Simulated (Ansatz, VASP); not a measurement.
KF: VASP beside Ansatz

```xyz
2
Lattice="-0.0176 2.9325 2.9325 2.9325 -0.0176 2.9325 2.9325 2.9325 -0.0176" Properties=species:S:1:pos:R:3 pbc="T T T"
K    -0.0031   -0.0031   -0.0031
F     1.4649    1.4649    1.4649
```

Change from the starting cell: epitaxial_111 strain +0.5%.

Alike in both runs: task single point; functional r2SCAN; k mesh 8 × 8 × 8; no spin polarisation.

```csv
,VASP,Ansatz
version,VASP 6.6.1,Ansatz 0.2.0
potentials or method,"VASP PAW PBE potentials, release 64 (K_sv, F)","plane waves, PAW"
plane-wave cutoff (eV),520,500
occupations,"gaussian, width 0.01 eV",fixed
valence electrons in the cell,16,16
```

|  | VASP | Ansatz | Ansatz less VASP |
| --- | --- | --- | --- |
| gap on the k mesh at the Fermi level (eV) | 5.73 | 5.73 | +0.005 |
| pressure (GPa) | -0.1 | -0.1 | +0.01 |
| traceless stress, the component that is largest in VASP (GPa) | 0.05 | 0.05 | -0.001 |
| rms of the force components (eV/Å) | 0.004 | 0.004 | -0.0004 |

VASP's potentials were made for PBE, not for r2SCAN. Atom by atom the forces differ by 0.000 eV/Å (rms over components).
